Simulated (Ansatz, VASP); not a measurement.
# WC in VASP and in Ansatz

Contents of INCAR:

```
  PREC = Accurate
  ENCUT = 520
  EDIFF = 1E-6
  ISMEAR = 0
  SIGMA = 0.15
  LREAL = F
  LASPH = T
  NELM = 80
  ALGO = Normal
  ISIF = 2
  LWAVE = F
  LCHARG = F
  GGA = PS
  NBANDS = 16
```

KPOINTS

```
regular mesh
0
Gamma
  24 24 24
```

The input POSCAR:

```
WC
1.0
    0.0000000000      2.0640511055      2.2270025086
    2.0640511055      0.0000000000      2.2270025086
    2.0640511055      2.0640511055      0.0000000000
W C
1 1
Direct
    0.0000000000      0.0000000000      0.0000000000
    0.5000000000      0.5000000000      0.5000000000
```

Input for Ansatz:

```yaml
crystal:
  lattice:
    - [0.0, 2.0640511055, 2.2270025086]
    - [2.0640511055, 0.0, 2.2270025086]
    - [2.0640511055, 2.0640511055, 0.0]
  atoms:
    - { symbol: W, position: [0.0, 0.0, 0.0] }
    - { symbol: C, position: [0.5, 0.5, 0.5] }
basis:
  ecutwfc: 420
kpoints:
  mp_grid: { grid: [24, 24, 24] }
hamiltonian:
  xc: pbesol
scf:
  occupations: { method: gaussian, width: 0.15 }
output:
  forces: true
  stress: true
  eigenvalues: true
```

Change from the starting cell: strain -0.050 along x and y, +0.025 along z, atoms carried along.

Alike in both runs: task single point; functional PBEsol; k mesh 24 × 24 × 24; occupations gaussian, width 0.15 eV; no spin polarisation.

```csv
,VASP,Ansatz
version,VASP 6.6.1,Ansatz 0.2.0
potentials or method,"VASP PAW PBE potentials, release 64 (W_sv, C), cutoff 520 eV","scalar-relativistic, plane waves, PAW"
valence electrons in the cell,18,18
```

|  | VASP | Ansatz | Ansatz less VASP |
| --- | --- | --- | --- |
| gap on the k mesh at the Fermi level (eV) | none | none | - |
| pressure (GPa) | 43.2 | 41.5 | -1.64 |
| traceless stress, the component that is largest in VASP (GPa) | -40.35 | -40.06 | +0.288 |

VASP's potentials were made for PBE, not for PBEsol. A gap of «none» marks a metal or a gap that the smearing closes. Both programs put the cell under a high pressure, so it lies far from rest at this level.

Neither program's run includes spin-orbit coupling.
